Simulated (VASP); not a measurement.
# Rh (Fm-3m) in VASP: further runs

The runs below take Rh through single point, with LDA.

All numbers are computed with VASP 6.6.1; they aren't measurements. Logs are shortened: lines on timing, memory, paths and dates and some standing lists are left out, and cuts for length are marked.

## Step 1: The cell of the first run

The structure is cubic, space group Fm-3m (No. 225). The conventional cell has a = 3.796 Å, b = 3.796 Å, c = 3.796 Å, α = 90.00°, β = 90.00°, γ = 90.00°. Within 3.5 Å of Rh (site symmetry m-3m) lie 12 Rh at 2.68 Å.

## Step 2: Single point, LDA

Contents of INCAR:

```
SYSTEM = Rh
ALGO = Normal ; EDIFF = 1E-6
ENCUT = 500 ; GGA_COMPAT = .False.
ISIF = 2 ; ISMEAR = 1
LASPH = .True. ; LCHARG = .False.
LREAL = .False. ; LWAVE = .False.
NBANDS = 14 ; NELM = 120
PREC = Accurate ; SIGMA = 0.1
```

Contents of KPOINTS:

```
k-points
0
Gamma
  15 15 15
  0 0 0
```

Contents of POSCAR:

```
Rh
1.0
    0.0000000000      1.8978500000      1.8978500000
    1.8978500000      0.0000000000      1.8978500000
    1.8978500000      1.8978500000      0.0000000000
Rh
1
Direct
    0.0000000000      0.0000000000      0.0000000000
```

Potentials or basis: VASP PAW LDA potentials, release 64 (Rh_pv).

Run with:

```bash
cat potpaw_LDA.64/Rh_pv/POTCAR > POTCAR
mpirun -np 1 vasp_std > vasp.out
```

OUTCAR:

```text
SYSTEM = Rh
   EDIFF = 1E-6
   ENCUT = 500
   ISIF = 2
   ISMEAR = 1
   LASPH = .True.
   LREAL = .False.
   NELM = 120
   PREC = Accurate

 ion  position               nearest neighbor table
   1  0.000  0.000  0.000-

  LATTYP: Found a face centered cubic cell.
 ALAT       =     3.7957000000

  Lattice vectors:

 A1 = (   0.0000000000,   1.8978500000,   1.8978500000)
 A2 = (   1.8978500000,   0.0000000000,   1.8978500000)
 A3 = (   1.8978500000,   1.8978500000,   0.0000000000)

Analysis of symmetry for initial positions (statically):
=====================================================================
 Subroutine PRICEL returns:
 Original cell was already a primitive cell.

 Routine SETGRP: Setting up the symmetry group for a
 face centered cubic supercell.

 Subroutine GETGRP returns: Found 48 space group operations
 (whereof 48 operations were pure point group operations)
 out of a pool of 48 trial point group operations.

The static configuration has the point symmetry O_h .

Analysis of symmetry for dynamics (positions and initial velocities):
=====================================================================
 Subroutine PRICEL returns:
 Original cell was already a primitive cell.

 Routine SETGRP: Setting up the symmetry group for a
 face centered cubic supercell.

 Subroutine GETGRP returns: Found 48 space group operations
 (whereof 48 operations were pure point group operations)
 out of a pool of 48 trial point group operations.

The dynamic configuration has the point symmetry O_h .

 Subroutine INISYM returns: Found 48 space group operations
 (whereof 48 operations are pure point group operations),
 and found     1 'primitive' translations

----------------------------------------------------------------------------------------

                                     Primitive cell

  volume of cell :      13.6715

  direct lattice vectors                    reciprocal lattice vectors
     0.000000000  1.897850000  1.897850000    -0.263456016  0.263456016  0.263456016
     1.897850000  0.000000000  1.897850000     0.263456016 -0.263456016  0.263456016
     1.897850000  1.897850000  0.000000000     0.263456016  0.263456016 -0.263456016

  length of vectors
     2.683965209  2.683965209  2.683965209     0.456319205  0.456319205  0.456319205

  position of ions in fractional coordinates (direct lattice)
     0.000000000  0.000000000  0.000000000

  ion indices of the primitive-cell ions
   primitive index   ion index
                 1           1

----------------------------------------------------------------------------------------

 KPOINTS: k-points

Automatic generation of k-mesh.
 Grid dimensions read from file:
 generate k-points for:   15   15   15

 Generating k-lattice:

  Cartesian coordinates                     Fractional coordinates (reciprocal lattice)
    -0.017563734  0.017563734  0.017563734     0.066666667  0.000000000  0.000000000
     0.017563734 -0.017563734  0.017563734     0.000000000  0.066666667  0.000000000
     0.017563734  0.017563734 -0.017563734     0.000000000  0.000000000  0.066666667

  Length of vectors
     0.030421280  0.030421280  0.030421280

  Shift w.r.t. Gamma in fractional coordinates (k-lattice)
     0.000000000  0.000000000  0.000000000

 Subroutine IBZKPT returns following result:
 ===========================================

 Found    120 irreducible k-points:

 Following reciprocal coordinates:
            Coordinates               Weight
  0.000000  0.000000  0.000000      1.000000
  0.066667  0.000000  0.000000      8.000000
  0.133333  0.000000  0.000000      8.000000
  0.200000  0.000000  0.000000      8.000000
  0.266667  0.000000  0.000000      8.000000
  0.333333  0.000000  0.000000      8.000000
[... 16 lines left out ...]
  0.133333  0.133333  0.000000      6.000000
  0.200000  0.133333  0.000000     24.000000
 [... further k-points ...]
   k-points           NKPTS =    120   k-points in BZ     NKDIM =    120   number of bands    NBANDS=     14
   number of dos      NEDOS =    301   number of ions     NIONS =      1
   total plane-waves  NPLWV =   8000
   dimension x,y,z NGX =    20 NGY =   20 NGZ =   20
   dimension x,y,z NGXF=    40 NGYF=   40 NGZF=   40
   ions per type =               1
   NGX,Y,Z   is equivalent  to a cutoff of  12.39, 12.39, 12.39 a.u.
   NGXF,Y,Z  is equivalent  to a cutoff of  24.78, 24.78, 24.78 a.u.
 SYSTEM =  Rh
   PREC   = accura    normal or accurate (medium, high low for compatibility)
   ISTART =      0    job   : 0-new  1-cont  2-samecut
   ICHARG =      2    charge: 1-file 2-atom 10-const
   ISPIN  =      1    spin polarized calculation?
   LNONCOLLINEAR =      F non collinear calculations
   LSORBIT =      F    spin-orbit coupling
   LASPH  =      T    aspherical Exc in radial PAW
   ENCUT  =  500.0 eV  36.75 Ry    6.06 a.u.   4.89  4.89  4.89*2*pi/ulx,y,z
   NELM   =    120;   NELMIN=  2; NELMDL= -5     # of ELM steps
   EDIFF  = 0.1E-05   stopping-criterion for ELM
   LREAL  =      F    real-space projection
   EDIFFG = 0.1E-04   stopping-criterion for IOM
   NSW    =      0    number of steps for IOM
   IBRION =     -1    ionic relax: 0-MD 1-quasi-New 2-CG
   NFREE  =      0    steps in history (QN), initial steepest desc. (CG)
   ISIF   =      2    stress and relaxation
   ISYM   =      2    0-nonsym 1-usesym 2-fastsym
   POTIM  = 0.5000    time-step for ionic-motion
   TEBEG  =    0.0;   TEEND  =   0.0 temperature during run
   PSTRESS=    0.0 pullay stress
   NELECT =      15.0000    total number of electrons
   NUPDOWN=      -1.0000    fix difference up-down
   EMIN   =  10.00;   EMAX   =-10.00  energy-range for DOS
   EFERMI =   0.00;   METHOD = LEGACY
   ISMEAR =     1;   SIGMA  =   0.10  broadening in eV -4-tet -1-fermi 0-gaus
   EFERMI_NEDOS =   21; number of points for ismear=-14 and -15
   IALGO  =     38    algorithm
   IMIX   =      4    mixing-type and parameters
     AMIX     =   0.40;   BMIX     =  1.00
     AMIX_MAG =   1.60;   BMIX_MAG =  1.00
  volume/ion in A,a.u.               =      13.67        92.26
  Fermi-wavevector in a.u.,A,eV,Ry     =   1.688496  3.190795 38.790465  2.851019
  Thomas-Fermi vector in A             =   2.770792
   LORBIT       =      0    0 simple, 1 ext, 2 COOP (PROOUT), +10 PAW based schemes
   GGA     = CA    functional components
   LHFCALC =     F    Hartree Fock is set to
   AEXX    =    0.0000 exact exchange contribution
   IVDW    =     0    specifies the selected vdW correction
   LEPSILON=     F    determine dielectric tensor
   LRPA    =     F    only Hartree local field effects (RPA)
 non-spin polarized calculation
 Methfessel and Paxton  Order N= 1 SIGMA  =   0.10
  energy-cutoff  :      500.00
  volume of cell :       13.67
 maximum number of plane-waves:       359
   NGX =  9   NGY =  9   NGZ =  9

 number of electron      15.0000007 magnetization

 Free energy of the ion-electron system (eV)
  ---------------------------------------------------
  ext. energy  EPLUGINS =         0.00000000
  ---------------------------------------------------
  free energy    TOTEN  =        -8.67230910 eV

  energy without entropy =       -8.67212500  energy(sigma->0) =       -8.67224773

 E-fermi :  11.8374     XC(G=0): -14.3889

 val. band max:       11.8281117466   @ k =   0.3333   0.1333   0.0000
 cond. band min:      11.8496377096   @ k =  -0.4667   0.4000   0.0000
 fundamental gap:      0.0215259630
 Fermi energy:        11.8373784642

 k-point     1 :       0.0000    0.0000    0.0000
  band No.  band energies     occupation
      1     -34.3718      2.00000
      2     -34.3718      2.00000
      3     -34.3718      2.00000
      4       3.7427      2.00000
      5       8.6695      2.00000
      6       8.6695      2.00000
      7       8.6695      2.00000
      8      10.8149      2.00000
      9      10.8149      2.00000
     10      27.7592      0.00000
     11      32.1243      0.00000
     12      33.1973      0.00000
     13      33.1973      0.00000
     14      33.1973      0.00000

 k-point     2 :       0.0667    0.0000    0.0000
  band No.  band energies     occupation
      1     -34.4058      2.00000
      2     -34.3763      2.00000
      3     -34.3763      2.00000
      4       3.9228      2.00000
      5       8.5900      2.00000
      6       8.7400      2.00000
      7       8.7400      2.00000
      8      10.7755      2.00000
      9      10.7755      2.00000
     10      28.0223      0.00000
     11      32.1174      0.00000
     12      32.2628      0.00000
     13      33.4631      0.00000
     14      33.4631      0.00000

 k-point     3 :       0.1333    0.0000    0.0000
  band No.  band energies     occupation
      1     -34.5015      2.00000
      2     -34.3893      2.00000
      3     -34.3893      2.00000
      4       4.4271      2.00000
      5       8.4104      2.00000
      6       8.9109      2.00000
      7       8.9109      2.00000
      8      10.7069      2.00000
      9      10.7069      2.00000
     10      28.6833      0.00000
     11      30.4366      0.00000
     12      32.1258      0.00000
     13      34.2228      0.00000
     14      34.2228      0.00000
[... 324 lines left out ...]
 k-point    23 :       0.1333    0.1333    0.0000
  band No.  band energies     occupation
      1     -34.4975      2.00000
      2     -34.4184      2.00000
      3     -34.4184      2.00000
      4       4.6583      2.00000
      5       8.0799      2.00000
      6       9.1596      2.00000
      7       9.1596      2.00000
      8      10.2066      2.00000
      9      11.0501      2.00000
     10      29.1080      0.00000
     11      31.4327      0.00000
     12      32.1269      0.00000
     13      33.0851      0.00000
     14      33.0851      0.00000

 k-point    24 :       0.2000    0.1333    0.0000
  band No.  band energies     occupation
      1     -34.5883      2.00000
      2     -34.4422      2.00000
      3     -34.4358      2.00000
      4       5.1984      2.00000
      5       7.8242      2.00000
      6       9.3246      2.00000
      7       9.3989      2.00000
      8      10.1146      2.00000
      9      11.1784      2.00000
     10      29.7496      0.00000
     11      30.2211      0.00000
     12      32.1248      0.00000
     13      32.9326      0.00000
     14      33.4531      0.00000

 [... further k-points ...]
[... 5 lines left out ...]
  --------------------------------------------------------------------------------------
  -------------------------------------------------------------------------------------
  Total       -0.7655251     -0.7655251     -0.7655251      0.0000000     -0.0000000      0.0000000
  in kB      -89.7127857    -89.7127857    -89.7127857      0.0000000     -0.0000000      0.0000000
  external PRESSURE =     -89.7127857 kB  Pullay stress =       0.0000000 kB

 VOLUME and BASIS-vectors are now :
 -----------------------------------------------------------------------------
  energy-cutoff  :      500.00
  volume of cell :       13.67
      direct lattice vectors                 reciprocal lattice vectors
     0.000000000  1.897850000  1.897850000    -0.263456016  0.263456016  0.263456016
     1.897850000  0.000000000  1.897850000     0.263456016 -0.263456016  0.263456016
     1.897850000  1.897850000  0.000000000     0.263456016  0.263456016 -0.263456016

 POSITION                                       TOTAL-FORCE (eV/Angst)
 -----------------------------------------------------------------------------------
      0.00000      0.00000      0.00000         0.000000     -0.000000     -0.000000
 -----------------------------------------------------------------------------------
    total drift:                               -0.000000     -0.000000     -0.000000

  FREE ENERGIE OF THE ION-ELECTRON SYSTEM (eV)
  ---------------------------------------------------
  free  energy   TOTEN  =        -8.6723091020 eV

  energy  without entropy=       -8.6721249962  energy(sigma->0) =       -8.67224773
```

It took 12 s on 1 thread of AMD EPYC 9R45 (Zen 5), shared host; peak memory 0.1 GiB.

Results:

| Quantity | Value |
| --- | --- |
| Free energy | -8.6723 eV |
| Pressure | -9.0 GPa |

## Step 3: Single point, LDA

Contents of INCAR:

```
ALGO = Normal ; EDIFF = 1E-6
ENCUT = 500 ; GGA = CA
GGA_COMPAT = F ; ISIF = 2
ISMEAR = 1 ; LASPH = T
LCHARG = T ; LELF = T
LREAL = F ; LVHAR = T
LWAVE = F ; NBANDS = 14
NELM = 120 ; PREC = Accurate
SIGMA = 0.1
```

Contents of KPOINTS:

```
k-points
0
Gamma
  15 15 15
```

POSCAR is that of step 2.

Potentials or basis: VASP PAW LDA potentials, release 64 (Rh_pv).

Run with:

```bash
cat potpaw_LDA.64/Rh_pv/POTCAR > POTCAR
mpirun -np 1 vasp_std > vasp.out
```

OUTCAR:

```text
EDIFF = 1E-6
   ENCUT = 500
   GGA = CA
   ISIF = 2
   ISMEAR = 1
   LASPH = T
   LREAL = F
   NELM = 120
   PREC = Accurate

 ion  position               nearest neighbor table
   1  0.000  0.000  0.000-

  LATTYP: Found a face centered cubic cell.
 ALAT       =     3.7957000000

  Lattice vectors:

 A1 = (   0.0000000000,   1.8978500000,   1.8978500000)
 A2 = (   1.8978500000,   0.0000000000,   1.8978500000)
 A3 = (   1.8978500000,   1.8978500000,   0.0000000000)

Analysis of symmetry for initial positions (statically):
=====================================================================
 Subroutine PRICEL returns:
 Original cell was already a primitive cell.

 Routine SETGRP: Setting up the symmetry group for a
 face centered cubic supercell.

 Subroutine GETGRP returns: Found 48 space group operations
 (whereof 48 operations were pure point group operations)
 out of a pool of 48 trial point group operations.

The static configuration has the point symmetry O_h .

Analysis of symmetry for dynamics (positions and initial velocities):
=====================================================================
 Subroutine PRICEL returns:
 Original cell was already a primitive cell.

 Routine SETGRP: Setting up the symmetry group for a
 face centered cubic supercell.

 Subroutine GETGRP returns: Found 48 space group operations
 (whereof 48 operations were pure point group operations)
 out of a pool of 48 trial point group operations.

The dynamic configuration has the point symmetry O_h .

 Subroutine INISYM returns: Found 48 space group operations
 (whereof 48 operations are pure point group operations),
 and found     1 'primitive' translations

----------------------------------------------------------------------------------------

[... 110 lines left out ...]
     AMIX_MAG =   1.60;   BMIX_MAG =  1.00
  volume/ion in A,a.u.               =      13.67        92.26
  Fermi-wavevector in a.u.,A,eV,Ry     =   1.688496  3.190795 38.790465  2.851019
  Thomas-Fermi vector in A             =   2.770792
   LORBIT       =      0    0 simple, 1 ext, 2 COOP (PROOUT), +10 PAW based schemes
   GGA     = CA    functional components
   LHFCALC =     F    Hartree Fock is set to
   AEXX    =    0.0000 exact exchange contribution
   IVDW    =     0    specifies the selected vdW correction
   LEPSILON=     F    determine dielectric tensor
   LRPA    =     F    only Hartree local field effects (RPA)
 non-spin polarized calculation
 Methfessel and Paxton  Order N= 1 SIGMA  =   0.10
  energy-cutoff  :      500.00
  volume of cell :       13.67
 maximum number of plane-waves:       359
   NGX =  9   NGY =  9   NGZ =  9

 number of electron      15.0000007 magnetization

 Free energy of the ion-electron system (eV)
  ---------------------------------------------------
  ext. energy  EPLUGINS =         0.00000000
  ---------------------------------------------------
  free energy    TOTEN  =        -8.67230910 eV

  energy without entropy =       -8.67212500  energy(sigma->0) =       -8.67224773

 E-fermi :  11.8374     XC(G=0): -14.3889

 val. band max:       11.8281117466   @ k =   0.3333   0.1333   0.0000
 cond. band min:      11.8496377096   @ k =  -0.4667   0.4000   0.0000
 fundamental gap:      0.0215259630
 Fermi energy:        11.8373784642

 k-point     1 :       0.0000    0.0000    0.0000
  band No.  band energies     occupation
      1     -34.3718      2.00000
      2     -34.3718      2.00000
      3     -34.3718      2.00000
      4       3.7427      2.00000
      5       8.6695      2.00000
      6       8.6695      2.00000
      7       8.6695      2.00000
      8      10.8149      2.00000
      9      10.8149      2.00000
     10      27.7592      0.00000
     11      32.1243      0.00000
     12      33.1973      0.00000
     13      33.1973      0.00000
     14      33.1973      0.00000
[... 377 lines left out ...]
      1     -34.5883      2.00000
      2     -34.4422      2.00000
      3     -34.4358      2.00000
      4       5.1984      2.00000
      5       7.8242      2.00000
      6       9.3246      2.00000
      7       9.3989      2.00000
      8      10.1146      2.00000
      9      11.1784      2.00000
     10      29.7496      0.00000
     11      30.2211      0.00000
     12      32.1248      0.00000
     13      32.9326      0.00000
     14      33.4531      0.00000

 [... further k-points ...]
[... 5 lines left out ...]
  --------------------------------------------------------------------------------------
  -------------------------------------------------------------------------------------
  Total       -0.7655251     -0.7655251     -0.7655251      0.0000000     -0.0000000      0.0000000
  in kB      -89.7127857    -89.7127857    -89.7127857      0.0000000     -0.0000000      0.0000000
  external PRESSURE =     -89.7127857 kB  Pullay stress =       0.0000000 kB

 VOLUME and BASIS-vectors are now :
 -----------------------------------------------------------------------------
  energy-cutoff  :      500.00
  volume of cell :       13.67
      direct lattice vectors                 reciprocal lattice vectors
     0.000000000  1.897850000  1.897850000    -0.263456016  0.263456016  0.263456016
     1.897850000  0.000000000  1.897850000     0.263456016 -0.263456016  0.263456016
     1.897850000  1.897850000  0.000000000     0.263456016  0.263456016 -0.263456016

 POSITION                                       TOTAL-FORCE (eV/Angst)
 -----------------------------------------------------------------------------------
      0.00000      0.00000      0.00000         0.000000     -0.000000     -0.000000
 -----------------------------------------------------------------------------------
    total drift:                               -0.000000     -0.000000     -0.000000

  FREE ENERGIE OF THE ION-ELECTRON SYSTEM (eV)
  ---------------------------------------------------
  free  energy   TOTEN  =        -8.6723091020 eV

  energy  without entropy=       -8.6721249962  energy(sigma->0) =       -8.67224773
```

OSZICAR:

```text
N       E                     dE             d eps       ncg     rms          rms(c)
DAV:   1     0.114189853050E+03    0.11419E+03   -0.85378E+03  3388   0.111E+03
DAV:   2    -0.773875906604E+01   -0.12193E+03   -0.11627E+03  3678   0.333E+02
DAV:   3    -0.924701866473E+01   -0.15083E+01   -0.15060E+01  4080   0.409E+01
DAV:   4    -0.925268558704E+01   -0.56669E-02   -0.56668E-02  3762   0.256E+00
DAV:   5    -0.925273507050E+01   -0.49483E-04   -0.49483E-04  3954   0.212E-01    0.107E+01
DAV:   6    -0.869794940212E+01    0.55479E+00   -0.91760E-01  3504   0.133E+01    0.351E+00
DAV:   7    -0.867765015390E+01    0.20299E-01   -0.15460E-02  3810   0.148E+00    0.168E+00
DAV:   8    -0.867243029403E+01    0.52199E-02   -0.39606E-03  3558   0.875E-01    0.179E-01
DAV:   9    -0.867230316268E+01    0.12713E-03   -0.11007E-04  3582   0.144E-01    0.387E-02
DAV:  10    -0.867230914278E+01   -0.59801E-05   -0.23779E-06  3690   0.180E-02    0.236E-03
DAV:  11    -0.867230910196E+01    0.40826E-07   -0.14757E-07  1866   0.527E-03
   1 F= -.86723091E+01 E0= -.86722477E+01  d E =-.184106E-03
```

Wall time 11 s (1 thread of AMD EPYC 9R45 (Zen 5), shared host); peak memory 0.1 GiB.

Results:

| Quantity | Value |
| --- | --- |
| Free energy | -8.6723 eV |
| Pressure | -9.0 GPa |
